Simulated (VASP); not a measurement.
Wanted: the native input for a VASP 6.6.1 run.

```
Task                   : single point
Functional             : PBE
Potentials or basis    : VASP PAW PBE potentials, release 64 (Sb)
Cutoff                 : 520 eV
k mesh                 : 9 × 9 × 9
Occupations            : fermi-dirac, width 0.05 eV
Spin                   : no spin polarisation
Dipole correction      : no
Further INCAR settings : ALGO = Normal; EDIFF = 1e-06; NBANDS = 12
```

The structure of Sb lies in POSCAR:

```
Sb
1.0
    2.2004568288      1.3005956839      3.7779225001
   -2.1007438352      1.2575836773      3.7349104935
    0.0126070064     -2.4458593611      3.7191670064
Sb
2
Direct
    0.2336400000      0.2336400000      0.2336400000
    0.7663600000      0.7663600000      0.7663600000
```

This cell differs from its parent crystal: equal xy, yz and zx shear strains of +2 %.

One way to write it, as run:

INCAR

```
ALGO = Normal
EDIFF = 1E-6
ENCUT = 520
GGA = PE
ISIF = 2
ISMEAR = -1
LASPH = T
LCHARG = F
LREAL = F
LWAVE = F
NBANDS = 12
NELM = 60
PREC = Accurate
SIGMA = 0.05
```

KPOINTS

```
k-points
0
Gamma
  9 9 9
```

Potentials or basis: VASP PAW PBE potentials, release 64 (Sb).

Command:

```bash
$ cat potpaw_PBE.64/Sb/POTCAR > POTCAR
$ mpirun -np 1 vasp_std > vasp.out
```

It gave:

The pressure is 3.2 GPa. The largest force is 0.271 eV/Å and the band gap on the k mesh is zero (bands 5 and 6 overlap by 0.12 eV).

Caveat: the cell differs from its parent crystal (equal xy, yz and zx shear strains of +2 %); the cell stands under pressure; spin-orbit coupling is left out, which moves the levels of the heavy elements.

Wall time 2.3 min on 1 thread of Intel(R) Xeon(R) Platinum 8488C (Sapphire Rapids), with other jobs on the host, peak memory 0.37 GiB.
